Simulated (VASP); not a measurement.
# BN in VASP: single point with PBEsol

Aim: the single point of BN with PBEsol.

Everything below comes from runs of VASP 6.6.1. Logs are shortened: lines on timing, memory, paths and dates and some standing lists are left out, and cuts for length are marked.

### Step 1. The cell of the first run

The cell holds a slab with vacuum, 32 atoms: a = 4.203 Å, b = 2.541 Å, c = 29.137 Å, α = 90.00°, β = 90.00°, γ = 90.00°.

### Step 2. Single point, PBEsol

INCAR reads:

```
SYSTEM = BN
PREC = Accurate ; ENCUT = 520
EDIFF = 1E-6 ; ISMEAR = -1
SIGMA = 0.05 ; LREAL = Auto
LASPH = .TRUE. ; NELM = 60
ALGO = Normal ; ISIF = 2
LWAVE = .FALSE. ; LCHARG = .TRUE.
GGA = PS ; LELF = .TRUE.
LVHAR = .TRUE. ; NBANDS = 86
```

KPOINTS reads:

```
regular mesh
0
G
  4 6 1
  0 0 0
```

POSCAR reads:

```
BN
1.0
    0.0000000000      0.0000000000      4.2032910000
    2.5409970000      0.0000000000      0.0000000000
    0.0000000000     29.1374970000      0.0000000000
B N
16 16
Direct
    0.9942030000      0.9981700000      0.2447250000
    0.9987720000      0.4981640000      0.3233830000
    0.0003450000      0.9981540000      0.3991960000
    0.0006890000      0.4981850000      0.4747250000
    0.0008700000      0.9981690000      0.5502350000
    0.0016470000      0.4981800000      0.6256620000
    0.0054510000      0.9981670000      0.7004400000
    0.0301690000      0.4981660000      0.7689150000
    0.5301730000      0.4981890000      0.2308180000
    0.5054560000      0.9981430000      0.2992900000
    0.5016700000      0.4981500000      0.3740670000
    0.5008830000      0.9981840000      0.4494950000
    0.5006750000      0.4981610000      0.5250050000
    0.5003120000      0.9981850000      0.6005320000
    0.4987630000      0.4981990000      0.6763460000
    0.4942090000      0.9981490000      0.7550040000
    0.3684800000      0.9981880000      0.2451940000
    0.3748400000      0.4981310000      0.3232190000
    0.3751980000      0.9981460000      0.3990270000
    0.3752150000      0.4981880000      0.4746190000
    0.3752360000      0.9981690000      0.5501280000
    0.3752760000      0.4981850000      0.6255440000
    0.3750810000      0.9982110000      0.7008360000
    0.3582540000      0.4981560000      0.7746940000
    0.8582430000      0.4981760000      0.2250360000
    0.8750880000      0.9981800000      0.2988930000
    0.8753090000      0.4981620000      0.3741840000
    0.8752510000      0.9981870000      0.4496020000
    0.8752060000      0.4981610000      0.5251110000
    0.8751590000      0.9981800000      0.6007040000
    0.8748220000      0.4981830000      0.6765090000
    0.8684810000      0.9981370000      0.7545370000
```

Potentials or basis: VASP PAW PBE potentials, release 64 (B, N).

Command:

```sh
$ cat potpaw_PBE.64/B/POTCAR potpaw_PBE.64/N/POTCAR > POTCAR
$ mpirun -np 1 vasp_std > vasp.out
```

OUTCAR:

```text
SYSTEM = BN
   PREC = Accurate
   ENCUT = 520
   EDIFF = 1E-6
   ISMEAR = -1
   LREAL = Auto
   LASPH = .TRUE.
   NELM = 60
   ISIF = 2
   GGA = PS

 ion  position               nearest neighbor table
   1  0.994  0.998  0.245-  25 1.51  25 1.51  17 1.57  26 1.66
   2  0.999  0.498  0.323-  26 1.55  26 1.55  27 1.57  18 1.58
   3  0.000  0.998  0.399-  27 1.56  27 1.56  28 1.56  19 1.58
   4  0.001  0.498  0.475-  28 1.56  28 1.56  29 1.56  20 1.57
   5  0.001  0.998  0.550-  29 1.56  29 1.56  30 1.56  21 1.57
   6  0.002  0.498  0.626-  30 1.56  30 1.56  22 1.57  31 1.57
   7  0.005  0.998  0.700-  31 1.55  31 1.55  23 1.55  32 1.68
   8  0.030  0.498  0.769-  24 1.39  32 1.50  32 1.50
   9  0.530  0.498  0.231-  25 1.39  17 1.50  17 1.50
  10  0.505  0.998  0.299-  18 1.55  18 1.55  26 1.55  17 1.68
  11  0.502  0.498  0.374-  19 1.56  19 1.56  27 1.57  18 1.57
  12  0.501  0.998  0.449-  20 1.56  20 1.56  19 1.56  28 1.57
  13  0.501  0.498  0.525-  21 1.56  21 1.56  20 1.56  29 1.57
  14  0.500  0.998  0.601-  22 1.56  22 1.56  21 1.56  30 1.58
  15  0.499  0.498  0.676-  23 1.55  23 1.55  22 1.57  31 1.58
  16  0.494  0.998  0.755-  24 1.51  24 1.51  32 1.57  23 1.66
  17  0.368  0.998  0.245-   9 1.50   9 1.50   1 1.57  10 1.68
  18  0.375  0.498  0.323-  10 1.55  10 1.55  11 1.57   2 1.58
  19  0.375  0.998  0.399-  11 1.56  11 1.56  12 1.56   3 1.58
  20  0.375  0.498  0.475-  12 1.56  12 1.56  13 1.56   4 1.57
  21  0.375  0.998  0.550-  13 1.56  13 1.56  14 1.56   5 1.57
  22  0.375  0.498  0.626-  14 1.56  14 1.56  15 1.57   6 1.57
  23  0.375  0.998  0.701-  15 1.55  15 1.55   7 1.55  16 1.66
  24  0.358  0.498  0.775-   8 1.39  16 1.51  16 1.51
  25  0.858  0.498  0.225-   9 1.39   1 1.51   1 1.51
  26  0.875  0.998  0.299-   2 1.55   2 1.55  10 1.55   1 1.66
  27  0.875  0.498  0.374-   3 1.56   3 1.56   2 1.57  11 1.57
  28  0.875  0.998  0.450-   4 1.56   4 1.56   3 1.56  12 1.57
  29  0.875  0.498  0.525-   5 1.56   5 1.56   4 1.56  13 1.57
  30  0.875  0.998  0.601-   6 1.56   6 1.56   5 1.56  14 1.58
  31  0.875  0.498  0.677-   7 1.55   7 1.55   6 1.57  15 1.58
  32  0.868  0.998  0.755-   8 1.50   8 1.50  16 1.57   7 1.68

  LATTYP: Found a simple orthorhombic cell.
 ALAT       =     2.5409970000
 B/A-ratio  =     1.6541896744
 C/A-ratio  =    11.4669545064

  Lattice vectors:

 A1 = (  -2.5409970000,   0.0000000000,   0.0000000000)
 A2 = (   0.0000000000,   0.0000000000,   4.2032910000)
 A3 = (   0.0000000000,  29.1374970000,   0.0000000000)

Analysis of symmetry for initial positions (statically):
=====================================================================
 Subroutine PRICEL returns:
 Original cell was already a primitive cell.

 Routine SETGRP: Setting up the symmetry group for a
 simple orthorhombic supercell.

 Subroutine GETGRP returns: Found  1 space group operations
 (whereof  1 operations were pure point group operations)
 out of a pool of  8 trial point group operations.

The static configuration has the point symmetry C_1 .

Analysis of symmetry for dynamics (positions and initial velocities):
=====================================================================
 Subroutine PRICEL returns:
 Original cell was already a primitive cell.

 Routine SETGRP: Setting up the symmetry group for a
 simple orthorhombic supercell.

 Subroutine GETGRP returns: Found  1 space group operations
 (whereof  1 operations were pure point group operations)
 out of a pool of  8 trial point group operations.

The dynamic configuration has the point symmetry C_1 .

 Subroutine INISYM returns: Found  1 space group operations
 (whereof  1 operations are pure point group operations),
 and found     1 'primitive' translations

----------------------------------------------------------------------------------------

                                     Primitive cell

  volume of cell :     311.2045

  direct lattice vectors                    reciprocal lattice vectors
     0.000000000  0.000000000  4.203291000     0.000000000  0.000000000  0.237908820
     2.540997000  0.000000000  0.000000000     0.393546313  0.000000000  0.000000000
     0.000000000 29.137497000  0.000000000     0.000000000  0.034320038  0.000000000

  length of vectors
     4.203291000  2.540997000 29.137497000     0.237908820  0.393546313  0.034320038

  position of ions in fractional coordinates (direct lattice)
     0.994203000  0.998170000  0.244725000
     0.998772000  0.498164000  0.323383000
     0.000345000  0.998154000  0.399196000
     0.000689000  0.498185000  0.474725000
     0.000870000  0.998169000  0.550235000
     0.001647000  0.498180000  0.625662000
[... 24 lines left out ...]
     0.874822000  0.498183000  0.676509000
     0.868481000  0.998137000  0.754537000

  ion indices of the primitive-cell ions
   primitive index   ion index
                 1           1
                 2           2
                 3           3
                 4           4
                 5           5
                 6           6
[... 24 lines left out ...]
                31          31
                32          32

----------------------------------------------------------------------------------------

 KPOINTS: regular mesh

Automatic generation of k-mesh.
 Grid dimensions read from file:
 generate k-points for:    4    6    1

 Generating k-lattice:

  Cartesian coordinates                     Fractional coordinates (reciprocal lattice)
     0.000000000  0.000000000  0.059477205     0.250000000  0.000000000  0.000000000
     0.065591052  0.000000000  0.000000000     0.000000000  0.166666667  0.000000000
     0.000000000  0.034320038  0.000000000     0.000000000  0.000000000  1.000000000

  Length of vectors
     0.059477205  0.065591052  0.034320038

  Shift w.r.t. Gamma in fractional coordinates (k-lattice)
     0.000000000  0.000000000  0.000000000

 Subroutine IBZKPT returns following result:
 ===========================================

 Found     14 irreducible k-points:

 Following reciprocal coordinates:
            Coordinates               Weight
  0.000000  0.000000  0.000000      1.000000
  0.250000  0.000000  0.000000      2.000000
  0.500000  0.000000  0.000000      1.000000
  0.000000  0.166667  0.000000      2.000000
  0.250000  0.166667  0.000000      2.000000
 -0.250000  0.166667  0.000000      2.000000
  0.500000  0.166667  0.000000      2.000000
  0.000000  0.333333  0.000000      2.000000
  0.250000  0.333333  0.000000      2.000000
 -0.250000  0.333333  0.000000      2.000000
  0.500000  0.333333  0.000000      2.000000
  0.000000  0.500000  0.000000      1.000000
  0.250000  0.500000  0.000000      2.000000
  0.500000  0.500000  0.000000      1.000000
   k-points           NKPTS =     14   k-points in BZ     NKDIM =     14   number of bands    NBANDS=     86
   number of dos      NEDOS =    301   number of ions     NIONS =     32
   total plane-waves  NPLWV = 143360
   dimension x,y,z NGX =    32 NGY =   20 NGZ =  224
   dimension x,y,z NGXF=    64 NGYF=   40 NGZF=  448
   ions per type =              16  16
   NGX,Y,Z   is equivalent  to a cutoff of  12.66, 13.09, 12.78 a.u.
   NGXF,Y,Z  is equivalent  to a cutoff of  25.31, 26.17, 25.56 a.u.
 SYSTEM =  BN
   PREC   = accura    normal or accurate (medium, high low for compatibility)
   ISTART =      0    job   : 0-new  1-cont  2-samecut
   ICHARG =      2    charge: 1-file 2-atom 10-const
   ISPIN  =      1    spin polarized calculation?
   LNONCOLLINEAR =      F non collinear calculations
   LSORBIT =      F    spin-orbit coupling
   LASPH  =      T    aspherical Exc in radial PAW
   ENCUT  =  520.0 eV  38.22 Ry    6.18 a.u.   7.82  4.72 54.18*2*pi/ulx,y,z
   NELM   =     60;   NELMIN=  2; NELMDL= -5     # of ELM steps
   EDIFF  = 0.1E-05   stopping-criterion for ELM
   LREAL  =      T    real-space projection
   EDIFFG = 0.1E-04   stopping-criterion for IOM
   NSW    =      0    number of steps for IOM
   IBRION =     -1    ionic relax: 0-MD 1-quasi-New 2-CG
   NFREE  =      0    steps in history (QN), initial steepest desc. (CG)
   ISIF   =      2    stress and relaxation
   ISYM   =      2    0-nonsym 1-usesym 2-fastsym
   POTIM  = 0.5000    time-step for ionic-motion
   TEBEG  =    0.0;   TEEND  =   0.0 temperature during run
   PSTRESS=    0.0 pullay stress
   NELECT =     128.0000    total number of electrons
   NUPDOWN=      -1.0000    fix difference up-down
   EMIN   =  10.00;   EMAX   =-10.00  energy-range for DOS
   EFERMI =   0.00;   METHOD = LEGACY
   ISMEAR =    -1;   SIGMA  =   0.05  broadening in eV -4-tet -1-fermi 0-gaus
   EFERMI_NEDOS =   21; number of points for ismear=-14 and -15
   IALGO  =     38    algorithm
   IMIX   =      4    mixing-type and parameters
     AMIX     =   0.40;   BMIX     =  1.00
     AMIX_MAG =   1.60;   BMIX_MAG =  1.00
  volume/ion in A,a.u.               =       9.73        65.63
  Fermi-wavevector in a.u.,A,eV,Ry     =   1.217483  2.300709 20.167434  1.482265
  Thomas-Fermi vector in A             =   2.352802
   LORBIT       =      0    0 simple, 1 ext, 2 COOP (PROOUT), +10 PAW based schemes
   GGA     = PS    functional components
   LHFCALC =     F    Hartree Fock is set to
   AEXX    =    0.0000 exact exchange contribution
   IVDW    =     0    specifies the selected vdW correction
   LEPSILON=     F    determine dielectric tensor
   LRPA    =     F    only Hartree local field effects (RPA)
 non-spin polarized calculation
  energy-cutoff  :      520.00
  volume of cell :      311.20
 maximum number of plane-waves:      8426
   NGX = 15   NGY =  9   NGZ =109

 number of electron     127.9999995 magnetization

 Free energy of the ion-electron system (eV)
  ---------------------------------------------------
  ext. energy  EPLUGINS =         0.00000000
  ---------------------------------------------------
  free energy    TOTEN  =      -289.93922333 eV

  energy without entropy =     -289.93922333  energy(sigma->0) =     -289.93922333

 E-fermi :   3.0581     XC(G=0):  -8.3961

 val. band max:        1.9363410612   @ k =   0.0000   0.0000   0.0000
 cond. band min:       5.6588788439   @ k =   0.5000   0.5000   0.0000
 fundamental gap:      3.7225377826
 Fermi energy:         3.0581189762

 k-point     1 :       0.0000    0.0000    0.0000
  band No.  band energies     occupation
      1     -18.4087      2.00000
      2     -18.1548      2.00000
      3     -17.7638      2.00000
      4     -17.2507      2.00000
      5     -16.6261      2.00000
      6     -15.9001      2.00000
[... 68 lines left out ...]
     75       9.6839      0.00000
     76      10.0117      0.00000

 k-point     2 :       0.2500    0.0000    0.0000
  band No.  band energies     occupation
      1     -18.0341      2.00000
      2     -17.7856      2.00000
      3     -17.4033      2.00000
      4     -16.9026      2.00000
      5     -16.2951      2.00000
      6     -15.5956      2.00000
[... 940 lines left out ...]
 k-point    14 :       0.5000    0.5000    0.0000
  band No.  band energies     occupation
      1     -13.8830      2.00000
      2     -13.8828      2.00000
      3     -13.8021      2.00000
      4     -13.8017      2.00000
      5     -13.7088      2.00000
      6     -13.7085      2.00000
[... 68 lines left out ...]
     75      10.0021      0.00000
     76      10.0022      0.00000
 [bands above 76 left out]

------------------------ aborting loop because EDIFF is reached ----------------------------------------

  FORCE on cell =-STRESS in cart. coord.  units (eV):
  Direction    XX          YY          ZZ          XY          YZ          ZX
  --------------------------------------------------------------------------------------
  -------------------------------------------------------------------------------------
  Total        1.8060702      0.4720964      1.4832115      0.0014716      0.0008819     -0.0001994
  in kB        9.2982101      2.4304989      7.6360335      0.0075763      0.0045402     -0.0010266
  external PRESSURE =       6.4549142 kB  Pullay stress =       0.0000000 kB

 VOLUME and BASIS-vectors are now :
 -----------------------------------------------------------------------------
  energy-cutoff  :      520.00
  volume of cell :      311.20
      direct lattice vectors                 reciprocal lattice vectors
     0.000000000  0.000000000  4.203291000     0.000000000  0.000000000  0.237908820
     2.540997000  0.000000000  0.000000000     0.393546313  0.000000000  0.000000000
     0.000000000 29.137497000  0.000000000     0.000000000  0.034320038  0.000000000

 POSITION                                       TOTAL-FORCE (eV/Angst)
 -----------------------------------------------------------------------------------
      2.53635      7.13067      4.17892         0.001575     -0.003436      0.026882
      1.26583      9.42257      4.19813         0.000579     -0.007684      0.008561
      2.53631     11.63157      0.00145         0.000429     -0.006723      0.003781
      1.26589     13.83230      0.00290        -0.000682     -0.000118      0.001889
      2.53634     16.03247      0.00366        -0.000315      0.006890      0.002328
      1.26587     18.23022      0.00692        -0.000349      0.009883      0.000081
[... 24 lines left out ...]
      1.26588     19.71178      3.67713        -0.000172     -0.000308     -0.002603
      2.53626     21.98532      3.65048         0.003028     -0.017107     -0.011485
 -----------------------------------------------------------------------------------
    total drift:                               -0.001749      0.001828      0.000964

  FREE ENERGIE OF THE ION-ELECTRON SYSTEM (eV)
  ---------------------------------------------------
  free  energy   TOTEN  =      -289.9392233304 eV

  energy  without entropy=     -289.9392233303  energy(sigma->0) =     -289.93922333
```

Wall time 18 min (1 thread of Intel Xeon 8259CL, shared host); peak memory 0.5 GiB.

What came out:

- Free energy: -289.9392 eV
- Largest force: 0.038 eV/Å
- Band gap on the k mesh: 3.72 eV (least direct gap 4.59 eV)

Forces in eV/Å, atoms in the order of the input:
```
B    0.002 -0.003  0.027
B    0.001 -0.008  0.009
B    0.000 -0.007  0.004
B   -0.001  0.000  0.002
B    0.000  0.007  0.002
B    0.000  0.010  0.000
B    0.001  0.030 -0.010
B   -0.002  0.016 -0.033
B   -0.001 -0.017 -0.034
B    0.000 -0.032 -0.010
B    0.000 -0.010  0.001
B   -0.001 -0.005  0.003
B    0.000  0.000  0.004
B    0.000  0.007  0.004
B    0.000  0.007  0.007
B    0.001  0.006  0.026
N    0.000  0.017 -0.012
N    0.001  0.004 -0.004
N    0.000  0.009 -0.002
N    0.000  0.004 -0.002
N    0.000 -0.005 -0.003
N    0.000 -0.004 -0.003
N   -0.001  0.005  0.004
N    0.000  0.013  0.017
N    0.000 -0.014  0.019
N   -0.002 -0.005  0.004
N    0.000  0.004 -0.004
N    0.000  0.003 -0.002
N    0.000 -0.005 -0.002
N    0.000 -0.011  0.000
N    0.000  0.000 -0.003
N    0.003 -0.017 -0.011
```

Levels at points of the mesh, in eV from the valence-band top:
| k point | band 62 | band 63 | band 64 | band 65 | band 66 | band 67 |
| --- | --- | --- | --- | --- | --- | --- |
| (0.00, 0.00, 0.00) | -0.15 | -0.13 | 0.00 | 5.36 | 5.39 | 6.31 |
| (0.50, 0.00, 0.00) | -1.22 | -0.22 | -0.22 | 4.82 | 4.82 | 6.56 |
| (0.00, 0.50, 0.00) | -1.89 | -1.32 | -1.32 | 4.54 | 4.54 | 6.22 |
| (0.50, 0.50, 0.00) | -3.06 | -0.87 | -0.87 | 3.72 | 3.72 | 6.69 |

Caveat: the PAW data sets were made with another functional, which shifts forces and pressure a little.
